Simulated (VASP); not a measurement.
# TiCo3 in VASP: a series of runs, part 2 of 2

VASP 6.6.1.

## (3) Relaxation of cell and atoms, PBEsol, collinear spin, ferromagnetic start, target pressure -2 GPa, at which the enthalpy is minimised

This run uses another cell than the first one, of 11.19 Å³/atom.

Contents of INCAR:

```
PREC = Accurate
ENCUT = 600
EDIFF = 1E-6
ISMEAR = 0
SIGMA = 0.1
LREAL = False
LASPH = True
NELM = 150
ALGO = Fast
ISIF = 3
LWAVE = False
LCHARG = False
ISPIN = 2
MAGMOM = 0 0.3 0.3 0.3
LORBIT = 11
LMAXMIX = 4
GGA = PS
IBRION = 2
NSW = 70
EDIFFG = -0.008
PSTRESS = -20.0
```

Contents of KPOINTS:

```
Automatic mesh
0
Gamma
  12 12 12
```

Contents of POSCAR:

```
TiCo3
1.0
    3.5510408289      0.0000000000      0.0000000000
    0.0000000000      3.5510408289      0.0000000000
    0.0000000000      0.0000000000      3.5510408289
Ti Co
1 3
Direct
    0.0000000000      0.0000000000      0.0000000000
    0.0000000000      0.5000000000      0.5000000000
    0.5000000000      0.0000000000      0.5000000000
    0.5000000000      0.5000000000      0.0000000000
```

Potentials or basis: VASP PAW PBE potentials, release 64 (Ti_sv, Co).

Launch:

```console
$ cat potpaw_PBE.64/Ti_sv/POTCAR potpaw_PBE.64/Co/POTCAR > POTCAR
$ mpirun -np 1 vasp_std > vasp.out
```

OUTCAR:

```text
PREC = Accurate
   ENCUT = 600
   EDIFF = 1E-6
   ISMEAR = 0
   LREAL = False
   LASPH = True
   NELM = 150
   ISIF = 3
   ISPIN = 2
   LORBIT = 11
   GGA = PS
   IBRION = 2
   NSW = 70
   EDIFFG = -0.008
   PSTRESS = -20.0

 ion  position               nearest neighbor table
   1  0.000  0.000  0.000-   2 2.51   3 2.51   4 2.51   2 2.51   3 2.51   2 2.51   4 2.51   2 2.51
                             3 2.51   4 2.51   3 2.51   4 2.51
   2  0.000  0.500  0.500-   1 2.51   3 2.51   4 2.51   1 2.51   4 2.51   1 2.51   3 2.51   1 2.51
                             3 2.51   4 2.51   4 2.51   3 2.51
   3  0.500  0.000  0.500-   1 2.51   2 2.51   4 2.51   1 2.51   4 2.51   2 2.51   4 2.51   4 2.51
                             1 2.51   2 2.51   1 2.51   2 2.51
   4  0.500  0.500  0.000-   1 2.51   2 2.51   3 2.51   2 2.51   3 2.51   1 2.51   3 2.51   3 2.51
                             1 2.51   2 2.51   2 2.51   1 2.51

  LATTYP: Found a simple cubic cell.
 ALAT       =     3.5510408289

  Lattice vectors:

 A1 = (   3.5510408289,   0.0000000000,   0.0000000000)
 A2 = (   0.0000000000,   3.5510408289,   0.0000000000)
 A3 = (   0.0000000000,   0.0000000000,   3.5510408289)

Analysis of symmetry for initial positions (statically):
=====================================================================
 Subroutine PRICEL returns:
 Original cell was already a primitive cell.

 Routine SETGRP: Setting up the symmetry group for a
 simple cubic supercell.

 Subroutine GETGRP returns: Found 48 space group operations
 (whereof 48 operations were pure point group operations)
 out of a pool of 48 trial point group operations.

The static configuration has the point symmetry O_h .

Analysis of symmetry for dynamics (positions and initial velocities):
=====================================================================
 Subroutine PRICEL returns:
 Original cell was already a primitive cell.

 Routine SETGRP: Setting up the symmetry group for a
 simple cubic supercell.

 Subroutine GETGRP returns: Found 48 space group operations
[... 156 lines left out ...]
  energy-cutoff  :      600.00
  volume of cell :       44.78
 maximum number of plane-waves:      1512
   NGX = 15   NGY = 15   NGZ = 15

--------------------------------------- Ionic step        1  -------------------------------------------

 number of electron      39.0000018 magnetization       0.8355148

 Free energy of the ion-electron system (eV)
  ---------------------------------------------------
  ext. energy  EPLUGINS =         0.00000000
  ---------------------------------------------------
  free energy    TOTEN  =       -32.71030779 eV

  energy without entropy =      -32.68261387  energy(sigma->0) =      -32.69646083

------------------------ aborting loop because EDIFF is reached ----------------------------------------

  FORCE on cell =-STRESS in cart. coord.  units (eV):
  Direction    XX          YY          ZZ          XY          YZ          ZX
  --------------------------------------------------------------------------------------
  -------------------------------------------------------------------------------------
  Total       -1.4051752     -1.4051752     -1.4051752      0.0000000      0.0000000     -0.0000000
  in kB      -50.2775442    -50.2775442    -50.2775442      0.0000000      0.0000000     -0.0000000
  external PRESSURE =     -30.2775442 kB  Pullay stress =     -20.0000000 kB
[... 67 lines left out ...]
--------------------------------------- Ionic step        3  -------------------------------------------

 number of electron      38.9999995 magnetization       0.7210732

 Free energy of the ion-electron system (eV)
  ---------------------------------------------------
  ext. energy  EPLUGINS =         0.00000000
  ---------------------------------------------------
  free energy    TOTEN  =       -32.72383152 eV

  energy without entropy =      -32.69650687  energy(sigma->0) =      -32.71016920

 E-fermi :  10.6023     XC(G=0): -13.6408

 val. band max:       10.5995688973   @ k =   0.4167   0.4167   0.0833
 cond. band min:      10.6028789560   @ k =   0.4167   0.1667   0.0833
 fundamental gap:      0.0033100587
 Fermi energy:        10.6022727597

 spin component 1

 k-point     1 :       0.0000    0.0000    0.0000
  band No.  band energies     occupation
      1     -45.4871      1.00000
      2     -21.8504      1.00000
      3     -21.8504      1.00000
      4     -21.8504      1.00000
      5       2.4251      1.00000
      6       6.0549      1.00000
[... 613 lines left out ...]
     22      12.4158      0.00000
     23      12.4650      0.00000

 [... further k-points ...]

 spin component 2

 k-point     1 :       0.0000    0.0000    0.0000
  band No.  band energies     occupation
      1     -45.5640      1.00000
      2     -21.9283      1.00000
      3     -21.9283      1.00000
      4     -21.9283      1.00000
      5       2.4353      1.00000
      6       6.1839      1.00000
[... 650 lines left out ...]
  energy  without entropy=      -32.6965068682  energy(sigma->0) =      -32.71016920

  enthalpy is  TOTEN    =       -33.2749266030 eV   P V=       -0.5510950811

 reached required accuracy - stopping structural energy minimisation

 total charge

# of ion       s       p       d       tot
------------------------------------------
    1        2.280   6.213   1.988  10.481
    2        0.527   0.546   7.349   8.421
    3        0.527   0.546   7.349   8.421
    4        0.527   0.546   7.349   8.421
--------------------------------------------------
tot          3.860   7.850  24.034  35.745

 magnetization (x)

# of ion       s       p       d       tot
------------------------------------------
    1       -0.001  -0.007  -0.081  -0.089
    2       -0.001  -0.002   0.277   0.274
    3       -0.001  -0.002   0.277   0.274
    4       -0.001  -0.002   0.277   0.274
--------------------------------------------------
tot         -0.004  -0.013   0.750   0.734
```

CONTCAR:

```text
TiCo3
   1.00000000000000
     3.5342915615372164   -0.0000000000000000   -0.0000000000000000
     0.0000000000000000    3.5342915615372164   -0.0000000000000000
     0.0000000000000000    0.0000000000000000    3.5342915615372164
  Ti              Co
     1     3
Direct
     0.0000000000000000    0.0000000000000000    0.0000000000000000
     0.0000000000000000    0.5000000000000000    0.5000000000000000
     0.5000000000000000    0.0000000000000000    0.5000000000000000
     0.5000000000000000    0.5000000000000000    0.0000000000000000

  0.00000000E+00  0.00000000E+00  0.00000000E+00
  0.00000000E+00  0.00000000E+00  0.00000000E+00
  0.00000000E+00  0.00000000E+00  0.00000000E+00
  0.00000000E+00  0.00000000E+00  0.00000000E+00
```

Wall time 24 min (1 thread of Oxide Virtual Turin-like, shared host); peak memory 0.27 GiB.

Results:

| Property | Result |
| --- | --- |
| Free energy | -32.7238 eV |
| Relaxed volume | 11.04 Å³/atom |
| Relaxed cell | a = 3.534 Å, b = 3.534 Å, c = 3.534 Å, α = 90.00°, β = 90.00°, γ = 90.00° |
| Space group after relaxing (to 0.1 Å) | Pm-3m (No. 221) |
| Energy change on relaxing (the run minimises the enthalpy) | -3.4 meV/atom |
| Ionic steps | 3 |
| Pressure after relaxing | -2.1 GPa |
| Net moment | 0.72 μB per cell |
| Site moments | Ti -0.09; Co +0.27 μB |
| Valence electrons inside the program's atomic spheres | Ti 10.48; Co 8.42 |

The path:
| step | energy change (eV) | largest force (eV/Å) | pressure (GPa) | volume (Å³) |
| --- | --- | --- | --- | --- |
| 1 | 0.0000 | 0.0000 | -5.03 | 44.78 |
| 2 | -0.0135 | 0.0000 | 2.47 | 43.42 |
| 3 | -0.0135 | 0.0000 | -2.07 | 44.15 |

Final structure:
```
Ti Co
1.0
     3.53429    0.00000    0.00000
     0.00000    3.53429    0.00000
     0.00000    0.00000    3.53429
Ti Co
1 3
Direct
  0.00000 0.00000 0.00000
  0.00000 0.50000 0.50000
  0.50000 0.00000 0.50000
  0.50000 0.50000 0.00000
```

Caveat: the cell is relaxed towards a set pressure, so the run minimises the enthalpy, not the energy; the PAW data sets were made with another functional, which shifts forces and pressure a little.

## (4) Single point, PBEsol, collinear spin, ferromagnetic start (biaxial strain in the a-b plane: -1.0 %, then relaxed in part)

Contents of INCAR:

```
  PREC = Accurate
  ENCUT = 520
  EDIFF = 1E-6
  ISMEAR = 0
  SIGMA = 0.1
  LREAL = F
  LASPH = T
  NELM = 150
  ALGO = Normal
  ISIF = 2
  LWAVE = F
  LCHARG = F
  ISPIN = 2
  MAGMOM = 0 0.3 0.3 0.3
  LORBIT = 11
  LMAXMIX = 4
  GGA = PS
  NBANDS = 32
```

Contents of KPOINTS:

```
regular mesh
0
Gamma
  14 14 14
```

Contents of POSCAR:

```
TiCo3
1.0
    3.4929645978      0.0000000000      0.0000000000
    0.0000000000      3.4929645978      0.0000000000
    0.0000000000      0.0000000000      3.5684280454
Ti Co
1 3
Direct
    0.0000000000      0.0000000000      0.0000000000
    0.0000000000      0.5000000000      0.5000000000
    0.5000000000      0.0000000000      0.5000000000
    0.5000000000      0.5000000000      0.0000000000
```

Launch:

```console
$ cat potpaw_PBE.64/Ti_sv/POTCAR potpaw_PBE.64/Co/POTCAR > POTCAR
$ mpirun -np 1 vasp_std > vasp.out
```

It took 26 min on 1 thread of Oxide Virtual Turin-like, shared host; peak memory 0.59 GiB.

Results (log left out):

```
Free energy                                           : -32.7207 eV
Pressure                                              : 1.3 GPa
Net moment                                            : 0.50 μB per cell
Site moments                                          : Ti -0.06; Co +0.22, +0.13 (each value once) μB
Valence electrons inside the program's atomic spheres : Ti 10.51; Co 8.45, 8.46 (each value once)
```

Stress tensor (GPa, compression positive):
```
 2.23  0.00  0.00
 0.00  2.23  0.00
 0.00  0.00 -0.68
```

Levels at points of the mesh, in eV from the Fermi level:
Spin up:
```tsv
k point	band 17	band 18	band 19	band 20	band 21	band 22	band 23	band 24
(0.00, 0.00, 0.00)	0.36	0.62	0.62	0.69	2.61	2.67	3.13	3.64
(0.50, 0.00, 0.00)	-0.72	-0.68	-0.63	-0.05	0.62	1.20	1.22	1.95
(0.50, 0.50, 0.00)	-1.01	-0.99	-0.99	-0.45	-0.45	1.81	1.81	2.31
(0.00, 0.00, 0.50)	-0.66	-0.66	-0.66	-0.04	0.69	1.33	1.33	2.06
(0.50, 0.00, 0.50)	-1.07	-0.99	-0.94	-0.49	-0.47	1.75	1.81	2.19
(0.50, 0.50, 0.50)	-0.09	0.37	0.43	0.43	0.86	0.91	0.91	2.22
```
Spin down:
```tsv
k point	band 17	band 18	band 19	band 20	band 21	band 22	band 23	band 24
(0.00, 0.00, 0.00)	0.61	0.79	0.79	0.89	2.71	2.75	3.13	3.64
(0.50, 0.00, 0.00)	-0.58	-0.54	-0.41	0.20	0.79	1.22	1.23	2.05
(0.50, 0.50, 0.00)	-0.85	-0.67	-0.67	-0.28	-0.24	1.80	1.80	2.41
(0.00, 0.00, 0.50)	-0.48	-0.48	-0.42	0.31	0.89	1.32	1.32	2.11
(0.50, 0.00, 0.50)	-0.82	-0.76	-0.71	-0.35	-0.32	1.76	1.82	2.33
(0.50, 0.50, 0.50)	-0.07	0.58	0.63	0.63	0.86	0.90	0.90	2.32
```

Caveat: the cell differs from its parent crystal (biaxial strain in the a-b plane: -1.0 %, then relaxed in part); the PAW data sets were made with another functional, which shifts forces and pressure a little.

## (5) Single point, PBEsol, collinear spin, ferromagnetic start (biaxial strain in the a-b plane: +1.0 %)

Contents of INCAR:

```
ALGO     = Fast           # electronic algorithm
EDIFF    = 1E-7           # SCF threshold, eV
ENCUT    = 520            # plane-wave cutoff, eV
GGA      = PS             # functional
ISIF     = 2              # what is computed and relaxed
ISMEAR   = 0              # smearing method
ISPIN    = 2              # spin polarisation
LASPH    = T              # aspherical terms in the spheres
LCHARG   = F              # write CHGCAR
LMAXMIX  = 4              # l up to which the mixer works
LORBIT   = 11             # projections on sites
LREAL    = F              # projectors in reciprocal space
LWAVE    = F              # write WAVECAR
MAGMOM   = 0 0.3 0.3 0.3  # initial moments
NBANDS   = 32             # bands
NELM     = 150            # most SCF steps
PREC     = Accurate       # precision mode
SIGMA    = 0.1            # smearing width, eV
```

Contents of KPOINTS:

```
k-points
0
Gamma
  14 14 14
```

Contents of POSCAR:

```
TiCo3
1.0
    3.5635295392      0.0000000000      0.0000000000
    0.0000000000      3.5635295392      0.0000000000
    0.0000000000      0.0000000000      3.5070775861
Ti Co
1 3
Direct
    0.0000000000      0.0000000000      0.0000000000
    0.0000000000      0.5000000000      0.5000000000
    0.5000000000      0.0000000000      0.5000000000
    0.5000000000      0.5000000000      0.0000000000
```

Launch:

```console
$ cat potpaw_PBE.64/Ti_sv/POTCAR potpaw_PBE.64/Co/POTCAR > POTCAR
$ mpirun -np 1 vasp_std > vasp.out
```

Wall time 30 min (1 thread of Oxide Virtual Turin-like, shared host); peak memory 0.6 GiB.

It converged, with:

- Free energy: -32.7145 eV
- Pressure: -3.9 GPa
- Net moment: 0.62 μB per cell
- Site moments: Ti -0.08; Co +0.21, +0.29 (each value once) μB
- Valence electrons inside the program's atomic spheres: Ti 10.46; Co 8.41, 8.40 (each value once)

Stress tensor (GPa, compression positive):
```
-4.56  0.00  0.00
 0.00 -4.56  0.00
 0.00  0.00 -2.66
```

Levels at points of the mesh, in eV from the Fermi level:
Spin up:
```csv
k point,band 16,band 17,band 18,band 19,band 20,band 21,band 22,band 23,band 24,band 25
"(0.00, 0.00, 0.00)",-0.22,0.31,0.55,0.60,0.60,2.53,2.57,3.26,3.26,3.54
"(0.50, 0.00, 0.00)",-0.91,-0.70,-0.67,-0.67,-0.09,0.60,1.24,1.26,1.95,2.49
"(0.50, 0.50, 0.00)",-1.31,-1.09,-0.97,-0.97,-0.51,-0.49,1.73,1.73,2.07,2.07
"(0.00, 0.00, 0.50)",-0.89,-0.71,-0.71,-0.65,-0.09,0.56,1.16,1.16,1.87,2.62
"(0.50, 0.00, 0.50)",-1.32,-1.03,-1.02,-0.97,-0.48,-0.48,1.72,1.77,2.15,2.16
"(0.50, 0.50, 0.50)",-0.99,-0.08,0.34,0.34,0.38,0.84,0.84,0.87,2.16,2.16
```
Spin down:
| k point | band 18 | band 19 | band 20 | band 21 | band 22 | band 23 |
| --- | --- | --- | --- | --- | --- | --- |
| (0.00, 0.00, 0.00) | 0.77 | 0.84 | 0.84 | 2.65 | 2.67 | 3.26 |
| (0.50, 0.00, 0.00) | -0.46 | -0.38 | 0.28 | 0.84 | 1.24 | 1.25 |
| (0.50, 0.50, 0.00) | -0.71 | -0.71 | -0.34 | -0.30 | 1.74 | 1.74 |
| (0.00, 0.00, 0.50) | -0.52 | -0.36 | 0.20 | 0.77 | 1.18 | 1.18 |
| (0.50, 0.00, 0.50) | -0.67 | -0.63 | -0.28 | -0.25 | 1.73 | 1.76 |
| (0.50, 0.50, 0.50) | 0.60 | 0.60 | 0.64 | 0.83 | 0.83 | 0.86 |

Caveat: the cell differs from its parent crystal (biaxial strain in the a-b plane: +1.0 %); the cell stands under tension; the PAW data sets were made with another functional, which shifts forces and pressure a little.

## (6) Overview

```csv
task,cell,k mesh,cutoff (eV),gap on the mesh (eV),pressure (GPa),moment (μB)
single point,"a = 3.642 Å, 4 atoms",12 × 12 × 12,520,none,-19.1,0.00
relaxation of cell and atoms,"relaxed to -2 GPa from a = 3.551 Å, 4 atoms",12 × 12 × 12,600,none,-2.1,0.72
single point,"a = 3.493, b = 3.493, c = 3.568 Å, 4 atoms",14 × 14 × 14,520,none,1.3,0.50
single point,"a = 3.564, b = 3.564, c = 3.507 Å, 4 atoms",14 × 14 × 14,520,none,-3.9,0.62
```

Alike in all rows: level PBEsol; potentials or basis VASP PAW PBE potentials, release 64 (Ti_sv, Co); spin collinear, ferromagnetic start; smearing gaussian 0.1 eV.

Caveats: the PAW data sets were made with another functional, which shifts forces and pressure a little; the cell stands under tension (at least some runs); the cell is relaxed towards a set pressure, so the run minimises the enthalpy, not the energy (at least some runs).

Total energies depend on the potentials used, so only differences within one code and one set of settings carry meaning.
